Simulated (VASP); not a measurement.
Here is a VASP 6.6.1 calculation.

File INCAR:

```
SYSTEM = W
PREC = Accurate ; ENCUT = 520
EDIFF = 1E-7 ; ISMEAR = -5
SIGMA = 0.05 ; LREAL = .FALSE.
LASPH = .TRUE. ; NELM = 80
ALGO = Normal ; ISIF = 2
LWAVE = .FALSE. ; LCHARG = .FALSE.
NBANDS = 13
```

KPOINTS

```
Automatic mesh
0
G
  11 11 11
  0 0 0
```

POSCAR

```
W
1.0
    0.0000000000      2.0300000000      2.0300000000
    2.0300000000      0.0000000000      2.0300000000
    2.0300000000      2.0300000000      0.0000000000
W
1
Direct
    0.0000000000      0.0000000000      0.0000000000
```

Potentials or basis: VASP PAW LDA potentials, release 64 (W_sv).

The run is started by

```console
$ cat potpaw_LDA.64/W_sv/POTCAR > POTCAR
$ mpirun -np 1 vasp_std > vasp.out
```

What does it give for the pressure?

-16.4 GPa.

Predict the band gap on the k mesh.

zero (band 7 reaches 12.78 eV, above the bottom of band 8 at 9.53 eV).

Caveat: spin-orbit coupling is left out, which moves the levels of the heavy elements; tetrahedron occupations give inexact forces and stress in metals.
